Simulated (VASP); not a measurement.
# SnSe (Pnma) in VASP: further runs, part 2 of 2

VASP 6.6.1.

## 3. Single point, r2SCAN

This run uses another cell than the first one, of 27.71 Å³/atom.

POSCAR reads:

```
SnSe
1.0
   11.5938474400      0.0000000000      0.0000000000
    0.0000000000      4.0963123900      0.0000000000
    0.0000000000      0.0000000000      4.6682597200
Sn Se
4 4
Direct
    0.1186339768      0.2500000000      0.1217853084
    0.3813660232      0.7500000000      0.6217853084
    0.6186339768      0.2500000000      0.3782146916
    0.8813660232      0.7500000000      0.8782146916
    0.3527766613      0.2500000000      0.0126226636
    0.1472233387      0.7500000000      0.5126226636
    0.8527766613      0.2500000000      0.4873773364
    0.6472233387      0.7500000000      0.9873773364
```

INCAR.step1 reads:

```
  PREC = Accurate
  ENCUT = 520
  ISMEAR = -1
  SIGMA = 0.02
  LREAL = F
  LASPH = T
  NELM = 60
  NBANDS = 50
  GGA = PE
  ALGO = Normal
  EDIFF = 1E-4
  LWAVE = T
  LCHARG = F
```

INCAR.step2 reads:

```
  PREC = Accurate
  ENCUT = 520
  EDIFF = 1E-6
  ISMEAR = -1
  SIGMA = 0.02
  LREAL = F
  LASPH = T
  NELM = 60
  ALGO = Normal
  ISIF = 2
  LWAVE = F
  LCHARG = F
  METAGGA = R2SCAN
  LMIXTAU = T
  NBANDS = 50
  ISTART = 1
```

KPOINTS reads:

```
regular mesh
0
Gamma
  4 8 6
```

Potentials or basis: VASP PAW PBE potentials, release 64 (Sn_d, Se).

The run is started by

```sh
$ cat potpaw_PBE.64/Sn_d/POTCAR potpaw_PBE.64/Se/POTCAR > POTCAR
$ cp INCAR.step1 INCAR
$ mpirun -np 1 vasp_std > vasp.out
$ cp INCAR.step2 INCAR
$ mpirun -np 1 vasp_std > vasp.out
```

OUTCAR:

```text
PREC = Accurate
   ENCUT = 520
   EDIFF = 1E-6
   ISMEAR = -1
   LREAL = F
   LASPH = T
   NELM = 60
   ISIF = 2
   METAGGA = R2SCAN
   ISTART = 1

 ion  position               nearest neighbor table
   1  0.119  0.250  0.122-   5 2.76   6 2.76   6 2.76   4 3.61   4 3.61
   2  0.381  0.750  0.622-   6 2.76   5 2.76   5 2.76   3 3.61   3 3.61
   3  0.619  0.250  0.378-   7 2.76   8 2.76   8 2.76   2 3.61   2 3.61
   4  0.881  0.750  0.878-   8 2.76   7 2.76   7 2.76   1 3.61   1 3.61
   5  0.353  0.250  0.013-   1 2.76   2 2.76   2 2.76
   6  0.147  0.750  0.513-   2 2.76   1 2.76   1 2.76
   7  0.853  0.250  0.487-   3 2.76   4 2.76   4 2.76
   8  0.647  0.750  0.987-   4 2.76   3 2.76   3 2.76

  LATTYP: Found a simple orthorhombic cell.
 ALAT       =     4.0963123900
 B/A-ratio  =     1.1396249298
 C/A-ratio  =     2.8303133004

  Lattice vectors:

 A1 = (   0.0000000000,   4.0963123900,   0.0000000000)
 A2 = (   0.0000000000,   0.0000000000,   4.6682597200)
 A3 = (  11.5938474400,   0.0000000000,   0.0000000000)

Analysis of symmetry for initial positions (statically):
=====================================================================
 Subroutine PRICEL returns:
 Original cell was already a primitive cell.

 Routine SETGRP: Setting up the symmetry group for a
 simple orthorhombic supercell.

 Subroutine GETGRP returns: Found  8 space group operations
 (whereof  2 operations were pure point group operations)
 out of a pool of  8 trial point group operations.

The static configuration has the point symmetry S_2 .
 The point group associated with its full space group is D_2h.

Analysis of symmetry for dynamics (positions and initial velocities):
=====================================================================
 Subroutine PRICEL returns:
[... 143 lines left out ...]
  volume/ion in A,a.u.               =      27.71       187.02
  Fermi-wavevector in a.u.,A,eV,Ry     =   1.165502  2.202479 18.482078  1.358394
  Thomas-Fermi vector in A             =   2.302027
   LORBIT       =      0    0 simple, 1 ext, 2 COOP (PROOUT), +10 PAW based schemes
   METAGGA = R2SCAN    functional components
   LHFCALC =     F    Hartree Fock is set to
   AEXX    =    0.0000 exact exchange contribution
   IVDW    =     0    specifies the selected vdW correction
   LEPSILON=     F    determine dielectric tensor
   LRPA    =     F    only Hartree local field effects (RPA)
 non-spin polarized calculation
  energy-cutoff  :      520.00
  volume of cell :      221.71
 maximum number of plane-waves:      6005
 NGX is ok and might be reduce to    90
   NGX = 43   NGY = 15   NGZ = 17

 number of electron      79.9999997 magnetization

 Free energy of the ion-electron system (eV)
  ---------------------------------------------------
  ext. energy  EPLUGINS =         0.00000000
  ---------------------------------------------------
  free energy    TOTEN  =      -159.83974919 eV

  energy without entropy =     -159.83974919  energy(sigma->0) =     -159.83974919

 E-fermi :   5.3052     XC(G=0): -10.0496

 val. band max:        4.8478218788   @ k =   0.0000   0.0000   0.3333
 cond. band min:       5.8339455706   @ k =   0.0000   0.3750   0.0000
 fundamental gap:      0.9861236918
 Fermi energy:         5.3051757804

 k-point     1 :       0.0000    0.0000    0.0000
  band No.  band energies     occupation
      1     -17.0939      2.00000
      2     -17.0793      2.00000
      3     -17.0746      2.00000
      4     -17.0679      2.00000
      5     -17.0658      2.00000
      6     -17.0641      2.00000
[... 1261 lines left out ...]
     49       9.4508      0.00000
     50       9.4508      0.00000

 [... further k-points ...]

------------------------ aborting loop because EDIFF is reached ----------------------------------------

  FORCE on cell =-STRESS in cart. coord.  units (eV):
  Direction    XX          YY          ZZ          XY          YZ          ZX
  --------------------------------------------------------------------------------------
  -------------------------------------------------------------------------------------
  Total        0.6318485      1.0439353      0.6653805      0.0000000     -0.0000000      0.0000000
  in kB        4.5661257      7.5441183      4.8084485      0.0000000     -0.0000000      0.0000000
  external PRESSURE =       5.6395642 kB  Pullay stress =       0.0000000 kB

 VOLUME and BASIS-vectors are now :
 -----------------------------------------------------------------------------
  energy-cutoff  :      520.00
  volume of cell :      221.71
      direct lattice vectors                 reciprocal lattice vectors
    11.593847440  0.000000000  0.000000000     0.086252644  0.000000000  0.000000000
     0.000000000  4.096312390  0.000000000     0.000000000  0.244122007  0.000000000
     0.000000000  0.000000000  4.668259720     0.000000000  0.000000000  0.214212589

 POSITION                                       TOTAL-FORCE (eV/Angst)
 -----------------------------------------------------------------------------------
      1.37542      1.02408      0.56853        -0.008910      0.000000     -0.011052
      4.42150      3.07223      2.90266         0.008910     -0.000000     -0.011052
      7.17235      1.02408      1.76560        -0.008910     -0.000000      0.011052
     10.21842      3.07223      4.09973         0.008910      0.000000      0.011052
      4.09004      1.02408      0.05893        -0.000924     -0.000000      0.015699
      1.70688      3.07223      2.39306         0.000924      0.000000      0.015699
      9.88696      1.02408      2.27520        -0.000924     -0.000000     -0.015699
      7.50381      3.07223      4.60933         0.000924     -0.000000     -0.015699
 -----------------------------------------------------------------------------------
    total drift:                                0.000000      0.000000     -0.000000

  FREE ENERGIE OF THE ION-ELECTRON SYSTEM (eV)
  ---------------------------------------------------
  free  energy   TOTEN  =      -159.8397491858 eV

  energy  without entropy=     -159.8397491858  energy(sigma->0) =     -159.83974919
```

OSZICAR.step1:

```text
N       E                     dE             d eps       ncg     rms          rms(c)
DAV:   1     0.863738129085E+03    0.86374E+03   -0.36825E+04  6362   0.204E+03
DAV:   2     0.117143132146E+03   -0.74659E+03   -0.72292E+03  6016   0.579E+02
DAV:   3    -0.230218608673E+02   -0.14016E+03   -0.13294E+03  7130   0.201E+02
DAV:   4    -0.332147944564E+02   -0.10193E+02   -0.10004E+02  7034   0.543E+01
DAV:   5    -0.335637055421E+02   -0.34891E+00   -0.34770E+00  7142   0.106E+01    0.651E+00
DAV:   6    -0.328360264664E+02    0.72768E+00   -0.12398E+00  8312   0.565E+00    0.408E+00
DAV:   7    -0.328316424513E+02    0.43840E-02   -0.58238E-01  7734   0.262E+00    0.156E+00
DAV:   8    -0.328289876887E+02    0.26548E-02   -0.55104E-02  7850   0.152E+00    0.355E-01
DAV:   9    -0.328293793437E+02   -0.39166E-03   -0.81068E-03  7336   0.594E-01    0.113E-01
DAV:  10    -0.328295135620E+02   -0.13422E-03   -0.92060E-04  6386   0.148E-01    0.590E-02
DAV:  11    -0.328295878778E+02   -0.74316E-04   -0.22586E-04  4694   0.837E-02
   1 F= -.32829588E+02 E0= -.32829588E+02  d E =-.229519E-09
```

It took 43 min on 1 thread of Oxide Virtual Turin-like, shared host; peak memory 0.64 GiB.

Results:

```yaml
Free_energy: -159.8397 eV
Pressure: 0.6 GPa
Largest_force: 0.016 eV/Å
Band_gap_on_the_k_mesh: 0.99 eV (least direct gap 1.38 eV)
```

Forces on the atoms (eV/Å):
```
Sn  -0.009  0.000 -0.011
Sn   0.009  0.000 -0.011
Sn  -0.009  0.000  0.011
Sn   0.009  0.000  0.011
Se  -0.001  0.000  0.016
Se   0.001  0.000  0.016
Se  -0.001  0.000 -0.016
Se   0.001  0.000 -0.016
```

Stress tensor (GPa, compression positive):
```
0.46 0.00 0.00
0.00 0.75 0.00
0.00 0.00 0.48
```

Caveat: the PAW data sets were made with another functional, which shifts forces and pressure a little; spin-orbit coupling is left out, which moves the levels of the heavy elements.

## 4. How close it comes

Step 3. Measured gap of SnSe: 0.89 eV (indirect; 300 K; “Linear dichroism of the optical properties of SnS and SnSe van der Waals crystals”, 2024, arxiv:2409.17412). This calculation gives 0.99 eV (+0.10 eV). 2 values of this kind are on record (0.89 to 0.99 eV); this one was drawn at random. Spin-orbit coupling on Se, Sn is left out. The value is that of r2SCAN on a finite k mesh, which can miss the band edges, without temperature or zero-point motion.
